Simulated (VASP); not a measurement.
# Y (P6_3/mmc) in VASP: a series of runs, part 2 of 2

VASP 6.6.1. Earlier steps stand in the parts before.

## (4) Single point, LDA (volume scaled by 1.01)

Input file INCAR:

```
  PREC = Accurate
  ENCUT = 520
  EDIFF = 1E-6
  ISMEAR = -1
  SIGMA = 0.08
  LREAL = F
  LASPH = T
  NELM = 100
  ALGO = Normal
  ISIF = 2
  LWAVE = F
  LCHARG = F
  NBANDS = 18
```

Input file KPOINTS:

```
Automatic mesh
0
Gamma
  12 12 7
```

Input file POSCAR:

```
Y
1.0
    3.6636305529      0.0000000000      0.0000000000
   -1.8318152764      3.1727971289      0.0000000000
    0.0000000000      0.0000000000      5.7664944924
Y
2
Direct
    0.3333333333      0.6666666667      0.2500000000
    0.6666666667      0.3333333333      0.7500000000
```

Potentials or basis: VASP PAW LDA potentials, release 64 (Y_sv).

Started as:

```sh
> cat potpaw_LDA.64/Y_sv/POTCAR > POTCAR
> mpirun -np 1 vasp_std > vasp.out
```

OUTCAR:

```text
PREC = Accurate
   ENCUT = 520
   EDIFF = 1E-6
   ISMEAR = -1
   LREAL = F
   LASPH = T
   NELM = 100
   ISIF = 2

 ion  position               nearest neighbor table
   1  0.333  0.667  0.250-   2 3.58   2 3.58   2 3.58   2 3.58   2 3.58   2 3.58
   2  0.667  0.333  0.750-   1 3.58   1 3.58   1 3.58   1 3.58   1 3.58   1 3.58

  LATTYP: Found a hexagonal cell.
 ALAT       =     3.6636305529
 C/A-ratio  =     1.5739836234

  Lattice vectors:

 A1 = (   3.6636305529,   0.0000000000,   0.0000000000)
 A2 = (  -1.8318152764,   3.1727971289,   0.0000000000)
 A3 = (   0.0000000000,   0.0000000000,   5.7664944924)

Analysis of symmetry for initial positions (statically):
=====================================================================
 Subroutine PRICEL returns:
 Original cell was already a primitive cell.

 Routine SETGRP: Setting up the symmetry group for a
 hexagonal supercell.

 Subroutine GETGRP returns: Found 24 space group operations
 (whereof 12 operations were pure point group operations)
 out of a pool of 24 trial point group operations.

The static configuration has the point symmetry D_3d.
 The point group associated with its full space group is D_6h.

Analysis of symmetry for dynamics (positions and initial velocities):
=====================================================================
 Subroutine PRICEL returns:
 Original cell was already a primitive cell.

 Routine SETGRP: Setting up the symmetry group for a
 hexagonal supercell.

 Subroutine GETGRP returns: Found 24 space group operations
 (whereof 12 operations were pure point group operations)
 out of a pool of 24 trial point group operations.

The dynamic configuration has the point symmetry D_3d.
 The point group associated with its full space group is D_6h.

 Subroutine INISYM returns: Found 24 space group operations
 (whereof 12 operations are pure point group operations),
 and found     1 'primitive' translations

----------------------------------------------------------------------------------------

                                     Primitive cell

  volume of cell :      67.0295

  direct lattice vectors                    reciprocal lattice vectors
     3.663630553  0.000000000  0.000000000     0.272953287  0.157589653  0.000000000
    -1.831815276  3.172797129  0.000000000     0.000000000  0.315179307  0.000000000
     0.000000000  0.000000000  5.766494492     0.000000000  0.000000000  0.173415582

  length of vectors
     3.663630553  3.663630553  5.766494492     0.315179307  0.315179307  0.173415582

  position of ions in fractional coordinates (direct lattice)
     0.333333333  0.666666667  0.250000000
     0.666666667  0.333333333  0.750000000

  ion indices of the primitive-cell ions
   primitive index   ion index
                 1           1
                 2           2

----------------------------------------------------------------------------------------

 KPOINTS: Automatic mesh

Automatic generation of k-mesh.
 Grid dimensions read from file:
 generate k-points for:   12   12    7

 Generating k-lattice:

  Cartesian coordinates                     Fractional coordinates (reciprocal lattice)
     0.022746107  0.013132471  0.000000000     0.083333333  0.000000000  0.000000000
     0.000000000  0.026264942  0.000000000     0.000000000  0.083333333  0.000000000
     0.000000000  0.000000000  0.024773655     0.000000000  0.000000000  0.142857143

  Length of vectors
     0.026264942  0.026264942  0.024773655

  Shift w.r.t. Gamma in fractional coordinates (k-lattice)
     0.000000000  0.000000000  0.000000000

 Subroutine IBZKPT returns following result:
 ===========================================

 Found     76 irreducible k-points:

 Following reciprocal coordinates:
            Coordinates               Weight
  0.000000  0.000000  0.000000      1.000000
  0.083333  0.000000  0.000000      6.000000
  0.166667  0.000000  0.000000      6.000000
  0.250000  0.000000  0.000000      6.000000
  0.333333  0.000000  0.000000      6.000000
  0.416667  0.000000  0.000000      6.000000
[... 16 lines left out ...]
  0.250000  0.000000  0.142857     12.000000
  0.333333  0.000000  0.142857     12.000000
 [... further k-points ...]
   k-points           NKPTS =     76   k-points in BZ     NKDIM =     76   number of bands    NBANDS=     18
   number of dos      NEDOS =    301   number of ions     NIONS =      2
   total plane-waves  NPLWV =  37632
   dimension x,y,z NGX =    28 NGY =   28 NGZ =   48
   dimension x,y,z NGXF=    56 NGYF=   56 NGZF=   96
   ions per type =               2
   NGX,Y,Z   is equivalent  to a cutoff of  12.71, 12.71, 13.84 a.u.
   NGXF,Y,Z  is equivalent  to a cutoff of  25.41, 25.41, 27.68 a.u.
 SYSTEM =  unknown system
   PREC   = accura    normal or accurate (medium, high low for compatibility)
   ISTART =      0    job   : 0-new  1-cont  2-samecut
   ICHARG =      2    charge: 1-file 2-atom 10-const
   ISPIN  =      1    spin polarized calculation?
   LNONCOLLINEAR =      F non collinear calculations
   LSORBIT =      F    spin-orbit coupling
   LASPH  =      T    aspherical Exc in radial PAW
   ENCUT  =  520.0 eV  38.22 Ry    6.18 a.u.   6.81  6.81 10.72*2*pi/ulx,y,z
   NELM   =    100;   NELMIN=  2; NELMDL= -5     # of ELM steps
   EDIFF  = 0.1E-05   stopping-criterion for ELM
   LREAL  =      F    real-space projection
   EDIFFG = 0.1E-04   stopping-criterion for IOM
   NSW    =      0    number of steps for IOM
   IBRION =     -1    ionic relax: 0-MD 1-quasi-New 2-CG
   NFREE  =      0    steps in history (QN), initial steepest desc. (CG)
   ISIF   =      2    stress and relaxation
   ISYM   =      2    0-nonsym 1-usesym 2-fastsym
   POTIM  = 0.5000    time-step for ionic-motion
   TEBEG  =    0.0;   TEEND  =   0.0 temperature during run
   PSTRESS=    0.0 pullay stress
   NELECT =      22.0000    total number of electrons
   NUPDOWN=      -1.0000    fix difference up-down
   EMIN   =  10.00;   EMAX   =-10.00  energy-range for DOS
   EFERMI =   0.00;   METHOD = LEGACY
   ISMEAR =    -1;   SIGMA  =   0.08  broadening in eV -4-tet -1-fermi 0-gaus
   EFERMI_NEDOS =   21; number of points for ismear=-14 and -15
   IALGO  =     38    algorithm
   IMIX   =      4    mixing-type and parameters
     AMIX     =   0.40;   BMIX     =  1.00
     AMIX_MAG =   1.60;   BMIX_MAG =  1.00
  volume/ion in A,a.u.               =      33.51       226.17
  Fermi-wavevector in a.u.,A,eV,Ry     =   1.129260  2.133991 17.350518  1.275227
  Thomas-Fermi vector in A             =   2.265952
   LORBIT       =      0    0 simple, 1 ext, 2 COOP (PROOUT), +10 PAW based schemes
   GGA     = CA    functional components
   LHFCALC =     F    Hartree Fock is set to
   AEXX    =    0.0000 exact exchange contribution
   IVDW    =     0    specifies the selected vdW correction
   LEPSILON=     F    determine dielectric tensor
   LRPA    =     F    only Hartree local field effects (RPA)
 non-spin polarized calculation
  energy-cutoff  :      520.00
  volume of cell :       67.03
 maximum number of plane-waves:      1830
 NGX is ok and might be reduce to    28
   NGX = 13   NGY = 13   NGZ = 21

 number of electron      22.0000001 magnetization

 Free energy of the ion-electron system (eV)
  ---------------------------------------------------
  ext. energy  EPLUGINS =         0.00000000
  ---------------------------------------------------
  free energy    TOTEN  =       -13.82397716 eV

  energy without entropy =      -13.73938723  energy(sigma->0) =      -13.78168220

 E-fermi :   2.7306     XC(G=0):  -9.5634

 val. band max:        2.7215221399   @ k =   0.3333   0.0000   0.4286
 cond. band min:       2.7320364952   @ k =   0.2500   0.2500   0.4286
 fundamental gap:      0.0105143553
 Fermi energy:         2.7305656565

 k-point     1 :       0.0000    0.0000    0.0000
  band No.  band energies     occupation
      1     -39.7750      2.00000
      2     -39.7067      2.00000
      3     -20.1557      2.00000
      4     -19.7029      2.00000
      5     -19.7029      2.00000
      6     -19.6185      2.00000
[... 10 lines left out ...]
     17       5.4168      0.00000
     18       5.4168      0.00000
[... 463 lines left out ...]
 k-point    24 :       0.3333    0.0000    0.1429
  band No.  band energies     occupation
      1     -39.7336      2.00000
      2     -39.6982      2.00000
      3     -20.0355      2.00000
      4     -19.9307      2.00000
      5     -19.8932      2.00000
      6     -19.7819      2.00000
[... 10 lines left out ...]
     17       6.4714      0.00000
     18       6.6735      0.00000

 [... further k-points ...]

------------------------ aborting loop because EDIFF is reached ----------------------------------------

  FORCE on cell =-STRESS in cart. coord.  units (eV):
  Direction    XX          YY          ZZ          XY          YZ          ZX
  --------------------------------------------------------------------------------------
  -------------------------------------------------------------------------------------
  Total       -1.7230948     -1.7230948     -1.9691919     -0.0000000      0.0000000     -0.0000000
  in kB      -41.1864053    -41.1864053    -47.0687621     -0.0000000      0.0000000     -0.0000000
  external PRESSURE =     -43.1471909 kB  Pullay stress =       0.0000000 kB

 VOLUME and BASIS-vectors are now :
 -----------------------------------------------------------------------------
  energy-cutoff  :      520.00
  volume of cell :       67.03
      direct lattice vectors                 reciprocal lattice vectors
     3.663630553  0.000000000  0.000000000     0.272953287  0.157589653  0.000000000
    -1.831815276  3.172797129  0.000000000     0.000000000  0.315179307  0.000000000
     0.000000000  0.000000000  5.766494492     0.000000000  0.000000000  0.173415582

 POSITION                                       TOTAL-FORCE (eV/Angst)
 -----------------------------------------------------------------------------------
     -0.00000      2.11520      1.44162         0.000000     -0.000000      0.000000
      1.83182      1.05760      4.32487        -0.000000      0.000000      0.000000
 -----------------------------------------------------------------------------------
    total drift:                                0.000000     -0.000000      0.000000

  FREE ENERGIE OF THE ION-ELECTRON SYSTEM (eV)
  ---------------------------------------------------
  free  energy   TOTEN  =       -13.8239771597 eV

  energy  without entropy=      -13.7393872322  energy(sigma->0) =      -13.78168220
```

stdout:

```text
POSCAR found type information on POSCAR Y
 POSCAR found :  1 types and       2 ions
 scaLAPACK will be used
 LDA part: xc-table for (Slater(with rela. corr.)+CA(PZ))
 , standard interpolation
 POSCAR, INCAR and KPOINTS ok, starting setup
 FFT: planning ... GRIDC
 FFT: planning ... GRID_SOFT
 FFT: planning ... GRID
 WAVECAR not read
 entering main loop
```

Wall time 46 s (1 thread of Intel Xeon 6975P-C (Granite Rapids), shared host); peak memory 0.22 GiB.

Results:

```
Free energy            : -13.8240 eV
Pressure               : -4.3 GPa
Band gap on the k mesh : zero (band 11 reaches 3.62 eV, above the bottom of band 12 at 2.32 eV)
```

Stress tensor (GPa, compression positive):
```
-4.12  0.00  0.00
 0.00 -4.12  0.00
 0.00  0.00 -4.71
```

Levels at points of the mesh, in eV from the Fermi level:
```
           k point  band 8  band 9  band 10  band 11  band 12  band 13  band 14  band 15
(0.00, 0.00, 0.00)  -22.32   -4.64    -1.86     0.89     1.68     1.68     1.94     2.25
(0.50, 0.00, 0.00)  -22.40   -1.67    -1.16    -0.80    -0.08     1.33     1.41     1.97
```

## (5) Summary

```csv
cell,gap on the mesh (eV),pressure (GPa)
"a = 3.577, b = 3.577, c = 5.630 Å, angles 90.0, 90.0, 120.0°, 2 atoms",none,-1.8
"a = 3.627, b = 3.627, c = 5.709 Å, angles 90.0, 90.0, 120.0°, 2 atoms",none,-3.3
"a = 3.664, b = 3.664, c = 5.766 Å, angles 90.0, 90.0, 120.0°, 2 atoms",none,-4.3
```

Alike in all rows: task single point; level LDA; potentials or basis VASP PAW LDA potentials, release 64 (Y_sv); no spin polarisation; k mesh 12 × 12 × 7; cutoff (eV) 520; smearing fermi-dirac 0.08 eV.

Absolute energies hang on the potentials; compare differences alone.
